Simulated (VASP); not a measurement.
# KCl (P4/mmm) in VASP: single point with HSE06

Aim: the single point of KCl with HSE06.

Program: VASP 6.6.1. These are calculated values, not measurements. Logs are shortened: lines on timing, memory, paths and dates and some standing lists are left out, and cuts for length are marked.

## 1. The cell of the first run

The structure is tetragonal, space group P4/mmm (No. 123). Conventional cell: a = 3.655 Å, b = 3.655 Å, c = 3.808 Å, α = 90.00°, β = 90.00°, γ = 90.00°. K (site symmetry 4/mmm) has 8 Cl at 3.21 Å and 6 K at 3.66 to 3.81 Å within 4.2 Å. Cl (site symmetry 4/mmm) has 8 K at 3.21 Å and 6 Cl at 3.66 to 3.81 Å within 4.2 Å.

## 2. Single point, HSE06 (epitaxial xy strain -3.1%)

Contents of POSCAR:

```
KCl
1.0
    3.6550447693      0.0000000000      0.0000000000
    0.0000000000      3.6550447693      0.0000000000
    0.0000000000      0.0000000000      3.8080688468
K Cl
1 1
Direct
    0.0000000000      0.0000000000      0.0000000000
    0.5000000000      0.5000000000      0.5000000000
```

Contents of INCAR.step1:

```
  PREC = Accurate
  ENCUT = 520
  EDIFF = 1E-5
  ISMEAR = 0
  SIGMA = 0.01
  LREAL = F
  LASPH = T
  NELM = 80
  ALGO = Normal
  ISIF = 2
  LWAVE = T
  NBANDS = 15
  GGA = PE
  KPAR = 4
```

Contents of INCAR.step2:

```
  PREC = Accurate
  ENCUT = 520
  EDIFF = 1E-6
  ISMEAR = 0
  SIGMA = 0.01
  LREAL = F
  LASPH = T
  NELM = 80
  ALGO = Normal
  ISIF = 2
  LWAVE = F
  LCHARG = T
  GGA = PE
  LHFCALC = T
  HFSCREEN = 0.2079
  PRECFOCK = Normal
  LVHAR = T
  NBANDS = 15
  ISTART = 1
  KPAR = 4
```

Contents of KPOINTS:

```
regular mesh
0
Gamma
  6 6 6
```

Potentials or basis: VASP PAW PBE potentials, release 64 (K_sv, Cl).

Command:

```sh
$ cat potpaw_PBE.64/K_sv/POTCAR potpaw_PBE.64/Cl/POTCAR > POTCAR
$ cp INCAR.step1 INCAR
$ mpirun -np 4 vasp_std > vasp.out
$ cp INCAR.step2 INCAR
$ mpirun -np 4 vasp_std > vasp.out
```

OUTCAR:

```text
PREC = Accurate
   ENCUT = 520
   EDIFF = 1E-6
   ISMEAR = 0
   LREAL = F
   LASPH = T
   NELM = 80
   ISIF = 2
   GGA = PE
   LHFCALC = T
   HFSCREEN = 0.2079
   PRECFOCK = Normal
   ISTART = 1

 ion  position               nearest neighbor table
   1  0.000  0.000  0.000-   2 3.21   2 3.21   2 3.21   2 3.21   2 3.21   2 3.21   2 3.21   2 3.21

   2  0.500  0.500  0.500-   1 3.21   1 3.21   1 3.21   1 3.21   1 3.21   1 3.21   1 3.21   1 3.21

  LATTYP: Found a simple tetragonal cell.
 ALAT       =     3.6550447693
 C/A-ratio  =     1.0418665399

  Lattice vectors:

 A1 = (   3.6550447693,   0.0000000000,   0.0000000000)
 A2 = (   0.0000000000,   3.6550447693,   0.0000000000)
 A3 = (   0.0000000000,   0.0000000000,   3.8080688468)

Analysis of symmetry for initial positions (statically):
=====================================================================
 Subroutine PRICEL returns:
 Original cell was already a primitive cell.

 Routine SETGRP: Setting up the symmetry group for a
 simple tetragonal supercell.

 Subroutine GETGRP returns: Found 16 space group operations
 (whereof 16 operations were pure point group operations)
 out of a pool of 16 trial point group operations.

The static configuration has the point symmetry D_4h.

Analysis of symmetry for dynamics (positions and initial velocities):
=====================================================================
 Subroutine PRICEL returns:
 Original cell was already a primitive cell.

 Routine SETGRP: Setting up the symmetry group for a
 simple tetragonal supercell.

 Subroutine GETGRP returns: Found 16 space group operations
 (whereof 16 operations were pure point group operations)
 out of a pool of 16 trial point group operations.

The dynamic configuration has the point symmetry D_4h.

 Subroutine INISYM returns: Found 16 space group operations
 (whereof 16 operations are pure point group operations),
 and found     1 'primitive' translations

----------------------------------------------------------------------------------------

                                     Primitive cell

  volume of cell :      50.8733

  direct lattice vectors                    reciprocal lattice vectors
     3.655044769  0.000000000  0.000000000     0.273594460  0.000000000  0.000000000
     0.000000000  3.655044769  0.000000000     0.000000000  0.273594460  0.000000000
     0.000000000  0.000000000  3.808068847     0.000000000  0.000000000  0.262600294

[... 96 lines left out ...]
   EMIN   =  10.00;   EMAX   =-10.00  energy-range for DOS
   EFERMI =   0.00;   METHOD = LEGACY
   ISMEAR =     0;   SIGMA  =   0.01  broadening in eV -4-tet -1-fermi 0-gaus
   EFERMI_NEDOS =   21; number of points for ismear=-14 and -15
   IALGO  =     38    algorithm
   IMIX   =      1    mixing-type and parameters
     AMIX     =   0.40;   BMIX     =  1.00
     AMIX_MAG =   1.60;   BMIX_MAG =  1.00
  volume/ion in A,a.u.               =      25.44       171.66
  Fermi-wavevector in a.u.,A,eV,Ry     =   1.113315  2.103860 16.864020  1.239470
  Thomas-Fermi vector in A             =   2.249899
   LORBIT       =      0    0 simple, 1 ext, 2 COOP (PROOUT), +10 PAW based schemes
   GGA     = PE    functional components
   LHFCALC =     T    Hartree Fock is set to
   PRECFOCK=normal    Normal, Fast or Accurate (Low or Medium for compatibility)
   ENCUT4O =  -1.0   cutoff for four orbital integrals eV
   NKREDX  =     1    reduce k-point grid by
   NKREDY  =     1    reduce k-point grid by
   NKREDZ  =     1    reduce k-point grid by
   AEXX    =    0.2500 exact exchange contribution
   HFSCREEN=    0.2079 screening length (either q_TF or 0.3 A-1)
   HFSCREENC=   0.2079 screening length for correlation (either q_TF or 0.3 A-1)
   ENCUTFOCK=  -1.0 apply spherical cutoff to Coloumb kernel
   IVDW    =     0    specifies the selected vdW correction
   LEPSILON=     F    determine dielectric tensor
   LRPA    =     F    only Hartree local field effects (RPA)
 non-spin polarized calculation
 Gauss-broadening in eV      SIGMA  =   0.01
  energy-cutoff  :      520.00
  volume of cell :       50.87
 maximum number of plane-waves:      1404
 NGX is ok and might be reduce to    28
  NGX = 24; NGY = 24; NGZ = 24

 number of electron      16.0000000 magnetization

 Free energy of the ion-electron system (eV)
  ---------------------------------------------------
  ext. energy  EPLUGINS =         0.00000000
  ---------------------------------------------------
  free energy    TOTEN  =        -7.68209619 eV

  energy without entropy =       -7.68209619  energy(sigma->0) =       -7.68209619

 E-fermi :  -1.0387     XC(G=0):  -7.1059

 val. band max:       -1.1489035653   @ k =   0.5000   0.0000   0.5000
 cond. band min:       5.3728269756   @ k =   0.0000   0.0000   0.0000
 fundamental gap:      6.5217305410
 Fermi energy:        -1.0387219424

 k-point     1 :       0.0000    0.0000    0.0000
  band No.  band energies     occupation
      1     -31.2464      2.00000
      2     -15.2099      2.00000
      3     -13.2725      2.00000
      4     -13.2398      2.00000
      5     -13.2398      2.00000
      6      -1.6268      2.00000
      7      -1.3785      2.00000
      8      -1.3785      2.00000
      9       5.3728      0.00000
     10       6.5919      0.00000
     11       6.7666      0.00000
     12      11.4530      0.00000
     13      11.4530      0.00000
     14      11.7898      0.00000
[... 401 lines left out ...]
      2     -15.0102      2.00000
      3     -13.4612      2.00000
      4     -13.4443      2.00000
      5     -13.1699      2.00000
      6      -2.9317      2.00000
      7      -2.4140      2.00000
      8      -1.2080      2.00000
      9       6.8531      0.00000
     10       8.0514      0.00000
     11       9.9161      0.00000
     12      10.0346      0.00000
     13      10.8808      0.00000
     14      11.7096      0.00000
     15      13.4560      0.00000

 [... further k-points ...]
[... 5 lines left out ...]
  --------------------------------------------------------------------------------------
  -------------------------------------------------------------------------------------
  Total        0.8658742      0.8658742      0.2199902      0.0000000      0.0000000      0.0000000
  in kB       27.2693754     27.2693754      6.9282527      0.0000000      0.0000000      0.0000000
  external PRESSURE =      20.4890012 kB  Pullay stress =       0.0000000 kB

 VOLUME and BASIS-vectors are now :
 -----------------------------------------------------------------------------
  energy-cutoff  :      520.00
  volume of cell :       50.87
      direct lattice vectors                 reciprocal lattice vectors
     3.655044769  0.000000000  0.000000000     0.273594460  0.000000000  0.000000000
     0.000000000  3.655044769  0.000000000     0.000000000  0.273594460  0.000000000
     0.000000000  0.000000000  3.808068847     0.000000000  0.000000000  0.262600294

 POSITION                                       TOTAL-FORCE (eV/Angst)
 -----------------------------------------------------------------------------------
      0.00000      0.00000      0.00000         0.000000      0.000000      0.000000
      1.82752      1.82752      1.90403         0.000000      0.000000      0.000000
 -----------------------------------------------------------------------------------
    total drift:                                0.000000     -0.000000     -0.000000

  FREE ENERGIE OF THE ION-ELECTRON SYSTEM (eV)
  ---------------------------------------------------
  free  energy   TOTEN  =        -7.6820961862 eV

  energy  without entropy=       -7.6820961862  energy(sigma->0) =       -7.68209619
```

OSZICAR.step1:

```text
N       E                     dE             d eps       ncg     rms          rms(c)
DAV:   1     0.103826452552E+03    0.10383E+03   -0.74559E+03  1200   0.991E+02
DAV:   2    -0.146140399690E+01   -0.10529E+03   -0.97953E+02  1606   0.249E+02
DAV:   3    -0.673017020192E+01   -0.52688E+01   -0.52449E+01  1671   0.489E+01
DAV:   4    -0.689620329863E+01   -0.16603E+00   -0.16599E+00  1743   0.784E+00
DAV:   5    -0.689756037366E+01   -0.13571E-02   -0.13571E-02  1678   0.776E-01    0.333E+00
DAV:   6    -0.663470315396E+01    0.26286E+00   -0.27702E-01  1459   0.328E+00    0.279E+00
DAV:   7    -0.660275157897E+01    0.31952E-01   -0.89105E-02  1564   0.202E+00    0.164E+00
DAV:   8    -0.660481877402E+01   -0.20672E-02   -0.16435E-02  1684   0.100E+00    0.212E-01
DAV:   9    -0.660480890509E+01    0.98689E-05   -0.65722E-04  1628   0.179E-01    0.987E-02
DAV:  10    -0.660502737502E+01   -0.21847E-03   -0.29727E-04  1361   0.139E-01    0.260E-02
DAV:  11    -0.660502452173E+01    0.28533E-05   -0.87237E-06  1367   0.233E-02
   1 F= -.66050245E+01 E0= -.66050245E+01  d E =-.202136E-39
```

Run time: 17 min. Hardware: 4 MPI ranks of Intel Xeon Platinum 8259CL at 2.50GHz (Skylake/Cascade Lake), shared host; peak memory 0.28 GiB.

Results:

```yaml
Free_energy: -7.6821 eV
Pressure: 2.0 GPa
Band_gap_on_the_k_mesh: 6.52 eV (least direct gap 6.75 eV)
```

Levels at points of the mesh, in eV from the valence-band top:
```csv
k point,band 5,band 6,band 7,band 8,band 9,band 10,band 11,band 12
"(0.00, 0.00, 0.00)",-12.09,-0.48,-0.23,-0.23,6.52,7.74,7.92,12.60
"(0.50, 0.00, 0.00)",-11.99,-2.27,-0.51,-0.23,9.50,9.57,10.48,11.51
"(0.50, 0.50, 0.00)",-12.03,-1.55,-1.55,-0.20,7.62,8.59,10.31,10.31
"(0.00, 0.00, 0.50)",-11.90,-2.23,-0.28,-0.28,9.42,9.57,10.13,11.56
"(0.50, 0.00, 0.50)",-12.01,-1.61,-1.48,0.00,7.53,8.98,10.68,10.83
"(0.50, 0.50, 0.50)",-12.27,-1.79,-1.79,-1.69,10.36,10.54,10.54,11.81
```

Caveat: the cell differs from its parent crystal (epitaxial xy strain -3.1%); the PAW data sets were made with another functional, which shifts forces and pressure a little. A k mesh can miss the band edges.
